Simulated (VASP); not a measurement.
# Ag (Im-3m) in VASP: notebook

Ag is run at these levels: PBE; tasks: single point, relaxation of cell and atoms.

Program: VASP 6.6.1. These are calculated values, not measurements. Logs are shortened: lines on timing, memory, paths and dates and some standing lists are left out, and cuts for length are marked.

### 1 The cell of the first run

The structure is cubic, space group Im-3m (No. 229). The conventional cell has a = 3.303 Å, b = 3.303 Å, c = 3.303 Å, α = 90.00°, β = 90.00°, γ = 90.00°. Ag (site symmetry m-3m) has 14 Ag at 2.86 to 3.30 Å within 3.8 Å.

This isn't the form of Ag at room conditions, which is fcc.

### 2 Single point, PBE

File INCAR:

```
PREC     = Accurate       # precision mode
ENCUT    = 500            # plane-wave cutoff, eV
EDIFF    = 1E-6           # SCF threshold, eV
ISMEAR   = -1             # smearing method
SIGMA    = 0.05           # smearing width, eV
LREAL    = False          # projectors in reciprocal space
LASPH    = True           # aspherical terms in the spheres
NELM     = 120            # most SCF steps
ALGO     = Normal         # electronic algorithm
ISIF     = 2              # what is computed and relaxed
LWAVE    = False          # write WAVECAR
LCHARG   = False          # write CHGCAR
GGA      = PE             # functional
NBANDS   = 12             # bands
GGA_COMPAT= False
```

File KPOINTS:

```
regular mesh
0
Gamma
  18 18 18
```

File POSCAR:

```
Ag
1.0
   -1.6515559946      1.6515559946      1.6515559946
    1.6515559946     -1.6515559946      1.6515559946
    1.6515559946      1.6515559946     -1.6515559946
Ag
1
Direct
    0.0000000000      0.0000000000      0.0000000000
```

Potentials or basis: VASP PAW PBE potentials, release 64 (Ag).

On the command line:

```
$ cat potpaw_PBE.64/Ag/POTCAR > POTCAR
$ mpirun -np 1 vasp_std > vasp.out
```

OUTCAR:

```text
PREC = Accurate
   ENCUT = 500
   EDIFF = 1E-6
   ISMEAR = -1
   LREAL = False
   LASPH = True
   NELM = 120
   ISIF = 2
   GGA = PE

 ion  position               nearest neighbor table
   1  0.000  0.000  0.000-

  LATTYP: Found a body centered cubic cell.
 ALAT       =     3.3031119892

  Lattice vectors:

 A1 = (  -1.6515559946,   1.6515559946,   1.6515559946)
 A2 = (   1.6515559946,  -1.6515559946,   1.6515559946)
 A3 = (   1.6515559946,   1.6515559946,  -1.6515559946)

Analysis of symmetry for initial positions (statically):
=====================================================================
 Subroutine PRICEL returns:
 Original cell was already a primitive cell.

 Routine SETGRP: Setting up the symmetry group for a
 body centered cubic supercell.

 Subroutine GETGRP returns: Found 48 space group operations
 (whereof 48 operations were pure point group operations)
 out of a pool of 48 trial point group operations.

The static configuration has the point symmetry O_h .

Analysis of symmetry for dynamics (positions and initial velocities):
=====================================================================
 Subroutine PRICEL returns:
 Original cell was already a primitive cell.

 Routine SETGRP: Setting up the symmetry group for a
 body centered cubic supercell.

 Subroutine GETGRP returns: Found 48 space group operations
 (whereof 48 operations were pure point group operations)
 out of a pool of 48 trial point group operations.

The dynamic configuration has the point symmetry O_h .

 Subroutine INISYM returns: Found 48 space group operations
 (whereof 48 operations are pure point group operations),
 and found     1 'primitive' translations

----------------------------------------------------------------------------------------

                                     Primitive cell

  volume of cell :      18.0194

  direct lattice vectors                    reciprocal lattice vectors
    -1.651555995  1.651555995  1.651555995     0.000000000  0.302744806  0.302744806
     1.651555995 -1.651555995  1.651555995     0.302744806  0.000000000  0.302744806
     1.651555995  1.651555995 -1.651555995     0.302744806  0.302744806  0.000000000

  length of vectors
     2.860578894  2.860578894  2.860578894     0.428145811  0.428145811  0.428145811

  position of ions in fractional coordinates (direct lattice)
     0.000000000  0.000000000  0.000000000
[... 81 lines left out ...]
   NFREE  =      0    steps in history (QN), initial steepest desc. (CG)
   ISIF   =      2    stress and relaxation
   ISYM   =      2    0-nonsym 1-usesym 2-fastsym
   POTIM  = 0.5000    time-step for ionic-motion
   TEBEG  =    0.0;   TEEND  =   0.0 temperature during run
   PSTRESS=    0.0 pullay stress
   NELECT =      11.0000    total number of electrons
   NUPDOWN=      -1.0000    fix difference up-down
   EMIN   =  10.00;   EMAX   =-10.00  energy-range for DOS
   EFERMI =   0.00;   METHOD = LEGACY
   ISMEAR =    -1;   SIGMA  =   0.05  broadening in eV -4-tet -1-fermi 0-gaus
   EFERMI_NEDOS =   21; number of points for ismear=-14 and -15
   IALGO  =     38    algorithm
   IMIX   =      4    mixing-type and parameters
     AMIX     =   0.40;   BMIX     =  1.00
     AMIX_MAG =   1.60;   BMIX_MAG =  1.00
  volume/ion in A,a.u.               =      18.02       121.60
  Fermi-wavevector in a.u.,A,eV,Ry     =   1.388755  2.624367 26.240761  1.928642
  Thomas-Fermi vector in A             =   2.512851
   LORBIT       =      0    0 simple, 1 ext, 2 COOP (PROOUT), +10 PAW based schemes
   GGA     = PE    functional components
   LHFCALC =     F    Hartree Fock is set to
   AEXX    =    0.0000 exact exchange contribution
   IVDW    =     0    specifies the selected vdW correction
   LEPSILON=     F    determine dielectric tensor
   LRPA    =     F    only Hartree local field effects (RPA)
 non-spin polarized calculation
  energy-cutoff  :      500.00
  volume of cell :       18.02
 maximum number of plane-waves:       470
 NGX is ok and might be reduce to    24
   NGX = 11   NGY = 11   NGZ = 11

 number of electron      11.0000003 magnetization

 Free energy of the ion-electron system (eV)
  ---------------------------------------------------
  ext. energy  EPLUGINS =         0.00000000
  ---------------------------------------------------
  free energy    TOTEN  =        -2.68316680 eV

  energy without entropy =       -2.67941224  energy(sigma->0) =       -2.68128952

 E-fermi :   7.7183     XC(G=0): -11.8814

 val. band max:        7.7048235610   @ k =  -0.3889   0.4444   0.1111
 cond. band min:       7.7541728308   @ k =   0.5000   0.0000   0.0000
 fundamental gap:      0.0493492698
 Fermi energy:         7.7183205315

 k-point     1 :       0.0000    0.0000    0.0000
  band No.  band energies     occupation
      1       0.3233      2.00000
      2       2.9690      2.00000
      3       2.9690      2.00000
      4       2.9690      2.00000
      5       4.1865      2.00000
      6       4.1865      2.00000
      7      25.4676      0.00000
      8      25.4676      0.00000
      9      25.4676      0.00000
     10      30.9442      0.00000
     11      30.9442      0.00000
     12      30.9442      0.00000
[... 331 lines left out ...]
 k-point    24 :       0.3889    0.1111    0.0000
  band No.  band energies     occupation
      1       1.8093      2.00000
      2       2.3403      2.00000
      3       4.0366      2.00000
      4       4.1318      2.00000
      5       4.7051      2.00000
      6       7.8516      0.13017
      7      12.4829      0.00000
      8      19.3891      0.00000
      9      21.4722      0.00000
     10      27.3324      0.00000
     11      30.0677      0.00000
     12      31.1916      0.00000

 [... further k-points ...]

------------------------ aborting loop because EDIFF is reached ----------------------------------------

  FORCE on cell =-STRESS in cart. coord.  units (eV):
  Direction    XX          YY          ZZ          XY          YZ          ZX
  --------------------------------------------------------------------------------------
  -------------------------------------------------------------------------------------
  Total       -0.0094648     -0.0094648     -0.0094648     -0.0000000      0.0000000     -0.0000000
  in kB       -0.8415542     -0.8415542     -0.8415542     -0.0000000      0.0000000     -0.0000000
  external PRESSURE =      -0.8415542 kB  Pullay stress =       0.0000000 kB

 VOLUME and BASIS-vectors are now :
 -----------------------------------------------------------------------------
  energy-cutoff  :      500.00
  volume of cell :       18.02
      direct lattice vectors                 reciprocal lattice vectors
    -1.651555995  1.651555995  1.651555995     0.000000000  0.302744806  0.302744806
     1.651555995 -1.651555995  1.651555995     0.302744806  0.000000000  0.302744806
     1.651555995  1.651555995 -1.651555995     0.302744806  0.302744806  0.000000000

 POSITION                                       TOTAL-FORCE (eV/Angst)
 -----------------------------------------------------------------------------------
      0.00000      0.00000      0.00000        -0.000000      0.000000      0.000000
 -----------------------------------------------------------------------------------
    total drift:                               -0.000000      0.000000     -0.000000

  FREE ENERGIE OF THE ION-ELECTRON SYSTEM (eV)
  ---------------------------------------------------
  free  energy   TOTEN  =        -2.6831668037 eV

  energy  without entropy=       -2.6794122436  energy(sigma->0) =       -2.68128952
```

OSZICAR:

```text
N       E                     dE             d eps       ncg     rms          rms(c)
DAV:   1     0.513338521506E+02    0.51334E+02   -0.52926E+03  4720   0.794E+02
DAV:   2    -0.211898285533E+01   -0.53453E+02   -0.50578E+02  5448   0.190E+02
DAV:   3    -0.291650233731E+01   -0.79752E+00   -0.79643E+00  5492   0.246E+01
DAV:   4    -0.291897030971E+01   -0.24680E-02   -0.24679E-02  5276   0.143E+00
DAV:   5    -0.291899116479E+01   -0.20855E-04   -0.20854E-04  5428   0.117E-01    0.451E+00
DAV:   6    -0.269147916214E+01    0.22751E+00   -0.94646E-01  5104   0.858E+00    0.306E+00
DAV:   7    -0.268561945158E+01    0.58597E-02   -0.55119E-03  5248   0.728E-01    0.176E+00
DAV:   8    -0.268315162570E+01    0.24678E-02   -0.71384E-04  5224   0.208E-01    0.637E-02
DAV:   9    -0.268316198372E+01   -0.10358E-04   -0.94998E-06  5168   0.250E-02    0.200E-02
DAV:  10    -0.268316701037E+01   -0.50266E-05   -0.39508E-06  5236   0.190E-02    0.267E-03
DAV:  11    -0.268316680366E+01    0.20671E-06   -0.71234E-08  2596   0.225E-03
   1 F= -.26831668E+01 E0= -.26812895E+01  d E =-.375456E-02
```

stdout:

```text
POSCAR found type information on POSCAR Ag
 POSCAR found :  1 types and       1 ions
 scaLAPACK will be used
 LDA part: xc-table for (Slater+PW92), standard interpolation
 POSCAR, INCAR and KPOINTS ok, starting setup
 FFT: planning ... GRIDC
 FFT: planning ... GRID_SOFT
 FFT: planning ... GRID
 WAVECAR not read
 entering main loop
```

It took 40 s on 1 thread of Intel Xeon 8259CL, shared host; peak memory 0.17 GiB.

What came out:

```yaml
Free_energy: -2.6832 eV
Pressure: -0.1 GPa
Band_gap_on_the_k_mesh: zero (an odd number of electrons rules out a gap without spin polarisation)
```

### 3 Single point, PBE

File INCAR:

```
SYSTEM = Ag
PREC     = Accurate       ! precision mode
ENCUT    = 500            ! plane-wave cutoff, eV
EDIFF    = 1E-6           ! SCF threshold, eV
ISMEAR   = -1             ! smearing method
SIGMA    = 0.05           ! smearing width, eV
LREAL    = .False.        ! projectors in reciprocal space
LASPH    = .True.         ! aspherical terms in the spheres
NELM     = 120            ! most SCF steps
ALGO     = Normal         ! electronic algorithm
ISIF     = 2              ! what is computed and relaxed
LWAVE    = .False.        ! write WAVECAR
LCHARG   = .False.        ! write CHGCAR
GGA      = PE             ! functional
NBANDS   = 12             ! bands
GGA_COMPAT= .False.
```

File KPOINTS:

```
Automatic mesh
0
Gamma
  18 18 18
  0 0 0
```

POSCAR is that of step 2.

Potentials or basis: VASP PAW PBE potentials, release 64 (Ag).

On the command line:

```
$ cat potpaw_PBE.64/Ag/POTCAR > POTCAR
$ mpirun -np 1 vasp_std > vasp.out
```

It took 37 s on 1 thread of Intel Xeon 8259CL, shared host; peak memory 0.17 GiB.

Results (log left out):

```
Free energy            : -2.6832 eV
Pressure               : -0.1 GPa
Band gap on the k mesh : zero (an odd number of electrons rules out a gap without spin polarisation)
```

Levels at points of the mesh, in eV from the Fermi level:
| k point | band 3 | band 4 | band 5 | band 6 | band 7 | band 8 | band 9 | band 10 |
| --- | --- | --- | --- | --- | --- | --- | --- | --- |
| (0.00, 0.00, 0.00) | -4.75 | -4.75 | -3.53 | -3.53 | 17.75 | 17.75 | 17.75 | 23.23 |
| (0.50, 0.00, 0.00) | -3.59 | -3.42 | -2.61 | 0.04 | 3.82 | 13.12 | 13.98 | 19.31 |
| (0.50, 0.50, 0.50) | -2.84 | -2.84 | -2.84 | 6.73 | 6.73 | 6.73 | 12.05 | 13.02 |

### 4 Relaxation of cell and atoms, PBE

File INCAR:

```
PREC = Accurate ; ENCUT = 500
EDIFF = 1E-7 ; ISMEAR = -1
SIGMA = 0.05 ; LREAL = F
LASPH = T ; NELM = 120
ALGO = Normal ; ISIF = 3
LWAVE = F ; LCHARG = F
GGA = PE ; IBRION = 2
NSW = 45 ; EDIFFG = -0.005
GGA_COMPAT = F ; NELMIN = 4
```

File KPOINTS:

```
Automatic mesh
0
Gamma
  18 18 18
```

POSCAR is that of step 3.

Potentials or basis: VASP PAW PBE potentials, release 64 (Ag).

On the command line:

```
$ cat potpaw_PBE.64/Ag/POTCAR > POTCAR
$ mpirun -np 1 vasp_std > vasp.out
```

OUTCAR:

```text
PREC = Accurate
   ENCUT = 500
   EDIFF = 1E-7
   ISMEAR = -1
   LREAL = F
   LASPH = T
   NELM = 120
   ISIF = 3
   GGA = PE
   IBRION = 2
   NSW = 45
   EDIFFG = -0.005
   NELMIN = 4

 ion  position               nearest neighbor table
   1  0.000  0.000  0.000-

  LATTYP: Found a body centered cubic cell.
 ALAT       =     3.3031119892

  Lattice vectors:

 A1 = (  -1.6515559946,   1.6515559946,   1.6515559946)
 A2 = (   1.6515559946,  -1.6515559946,   1.6515559946)
 A3 = (   1.6515559946,   1.6515559946,  -1.6515559946)

Analysis of symmetry for initial positions (statically):
=====================================================================
 Subroutine PRICEL returns:
 Original cell was already a primitive cell.

 Routine SETGRP: Setting up the symmetry group for a
 body centered cubic supercell.

 Subroutine GETGRP returns: Found 48 space group operations
 (whereof 48 operations were pure point group operations)
 out of a pool of 48 trial point group operations.

[... 210 lines left out ...]
 fundamental gap:      0.0464401960
 Fermi energy:         7.7350994208

 k-point     1 :       0.0000    0.0000    0.0000
  band No.  band energies     occupation
      1       0.3311      2.00000
      2       2.9814      2.00000
      3       2.9814      2.00000
      4       2.9814      2.00000
      5       4.2016      2.00000
      6       4.2016      2.00000
      7      25.4896      0.00000
      8      25.4896      0.00000
      9      25.4896      0.00000
[... 265 lines left out ...]
 k-point    24 :       0.3889    0.1111    0.0000
  band No.  band energies     occupation
      1       1.8190      2.00000
      2       2.3513      2.00000
      3       4.0512      2.00000
      4       4.1468      2.00000
      5       4.7212      2.00000
      6       7.8678      0.13158
      7      12.5067      0.00000
      8      19.4145      0.00000
      9      21.4985      0.00000

 [... further k-points ...]

------------------------ aborting loop because EDIFF is reached ----------------------------------------

  FORCE on cell =-STRESS in cart. coord.  units (eV):
  Direction    XX          YY          ZZ          XY          YZ          ZX
  --------------------------------------------------------------------------------------
  -------------------------------------------------------------------------------------
  Total        0.0025356      0.0025356      0.0025356     -0.0000000     -0.0000000     -0.0000000
  in kB        0.2257412      0.2257412      0.2257412     -0.0000000     -0.0000000     -0.0000000
  external PRESSURE =       0.2257412 kB  Pullay stress =       0.0000000 kB

 VOLUME and BASIS-vectors are now :
 -----------------------------------------------------------------------------
  energy-cutoff  :      500.00
  volume of cell :       18.00
      direct lattice vectors                 reciprocal lattice vectors
    -1.650839571  1.650839571  1.650839571     0.000000000  0.302876190  0.302876190
     1.650839571 -1.650839571  1.650839571     0.302876190  0.000000000  0.302876190
     1.650839571  1.650839571 -1.650839571     0.302876190  0.302876190  0.000000000

 POSITION                                       TOTAL-FORCE (eV/Angst)
 -----------------------------------------------------------------------------------
      0.00000      0.00000      3.30168        -0.000000      0.000000      0.000000
 -----------------------------------------------------------------------------------
    total drift:                               -0.000000      0.000000      0.000000

  FREE ENERGIE OF THE ION-ELECTRON SYSTEM (eV)
  ---------------------------------------------------
  free  energy   TOTEN  =        -2.6831711681 eV

  energy  without entropy=       -2.6793987930  energy(sigma->0) =       -2.68128498

 reached required accuracy - stopping structural energy minimisation
```

OSZICAR:

```text
N       E                     dE             d eps       ncg     rms          rms(c)
DAV:   1     0.426708962481E+02    0.42671E+02   -0.55873E+03  3662   0.106E+03
DAV:   2    -0.257247582435E+01   -0.45243E+02   -0.43028E+02  3629   0.202E+02
DAV:   3    -0.291819120309E+01   -0.34572E+00   -0.34540E+00  4061   0.216E+01
DAV:   4    -0.291898499240E+01   -0.79379E-03   -0.79377E-03  3764   0.970E-01
DAV:   5    -0.291899129986E+01   -0.63075E-05   -0.63083E-05  3821   0.817E-02    0.451E+00
DAV:   6    -0.269150523097E+01    0.22749E+00   -0.11526E+00  3543   0.114E+01    0.307E+00
DAV:   7    -0.268561491727E+01    0.58903E-02   -0.58978E-03  3722   0.880E-01    0.175E+00
DAV:   8    -0.268314982309E+01    0.24651E-02   -0.71148E-04  3759   0.270E-01    0.479E-02
DAV:   9    -0.268316143208E+01   -0.11609E-04   -0.91180E-06  3860   0.308E-02    0.124E-02
DAV:  10    -0.268316691934E+01   -0.54873E-05   -0.36427E-06  3780   0.241E-02    0.181E-03
DAV:  11    -0.268316679837E+01    0.12097E-06   -0.65968E-08  2274   0.279E-03    0.506E-04
DAV:  12    -0.268316674712E+01    0.51254E-07   -0.71674E-09  1835   0.974E-04
   1 F= -.26831667E+01 E0= -.26812894E+01  d E =-.268317E+01
       N       E                     dE             d eps       ncg     rms          rms(c)
DAV:   1    -0.268343808557E+01   -0.27129E-03   -0.49570E-03  3539   0.861E-01    0.108E-01
DAV:   2    -0.268317462061E+01    0.26346E-03   -0.12342E-03  3530   0.377E-01    0.327E-02
DAV:   3    -0.268317081048E+01    0.38101E-05   -0.97899E-06  3699   0.313E-02    0.218E-02
DAV:   4    -0.268317118669E+01   -0.37621E-06   -0.20786E-06  3697   0.132E-02    0.112E-03
DAV:   5    -0.268317116808E+01    0.18615E-07   -0.14707E-08  2076   0.132E-03
   2 F= -.26831712E+01 E0= -.26812850E+01  d E =-.442096E-05
```

CONTCAR:

```text
Ag
   1.00000000000000
    -1.6508395709871631    1.6508395709871631    1.6508395709871631
     1.6508395709871631   -1.6508395709871631    1.6508395709871631
     1.6508395709871631    1.6508395709871631   -1.6508395709871631
  Ag
     1
Direct
     1.0000000000000000    1.0000000000000000    0.0000000000000000

  0.00000000E+00  0.00000000E+00  0.00000000E+00
```

Wall time 54 s (1 thread of Intel Xeon 8259CL, shared host); peak memory 0.17 GiB.

What came out:

```yaml
Free_energy: -2.6832 eV
Relaxed_volume: 18.00 Å³/atom
Relaxed_cell: a = 2.859 Å, b = 2.859 Å, c = 2.859 Å, α = 109.47°, β = 109.47°, γ = 109.47°
Space_group_after_relaxing_to_0.1_Å: Im-3m (No. 229)
Energy_gained_by_relaxing: 0.0 meV/atom
Ionic_steps: 2
Pressure_after_relaxing: 0.0 GPa
Band_gap_on_the_k_mesh: zero (an odd number of electrons rules out a gap without spin polarisation)
```

Final structure:
```yaml
crystal:
  lattice:
    - [-1.65084, 1.65084, 1.65084]
    - [1.65084, -1.65084, 1.65084]
    - [1.65084, 1.65084, -1.65084]
  atoms:
    - { symbol: Ag, position: [0.00000, 0.00000, 0.00000] }
```
